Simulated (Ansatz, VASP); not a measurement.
## Cd in VASP and in Ansatz

```
CELL_PARAMETERS angstrom
0.00000 2.31434 2.25415
2.19397 0.00000 2.25415
2.19397 2.31434 0.00000
ATOMIC_POSITIONS crystal
Cd 0.00000 0.00000 0.00000
```

Change from the starting cell: normal strain along x -0.0267, normal strain along y +0.0267.

Alike in both runs: task single point; functional PBE; k mesh 18 × 18 × 18; occupations gaussian, width 0.15 eV; no spin polarisation.

|  | VASP | Ansatz |
| --- | --- | --- |
| version | VASP 6.6.1 | Ansatz 0.2.0 |
| potentials or method | VASP PAW PBE potentials, release 64 (Cd), cutoff 520 eV | scalar-relativistic, plane waves, PAW |
| valence electrons in the cell | 12 | 20 |

VASP gave:

| Item | Value |
| --- | --- |
| gap on the k mesh at the Fermi level (eV) | none |
| pressure (GPa) | 0.2 |
| traceless stress, the component that is largest in VASP (GPa) | -0.84 |

Problem. What did Ansatz give for the same quantities?

Solution. gap on the k mesh at the Fermi level (eV): none; pressure (GPa): -0.1; traceless stress, the component that is largest in VASP (GPa): -0.84.

A gap of «none» marks a metal or a gap that the smearing closes. VASP's potentials hold 12 valence electrons a cell and Ansatz's 20, so a difference there can come from the potentials and not from the codes.
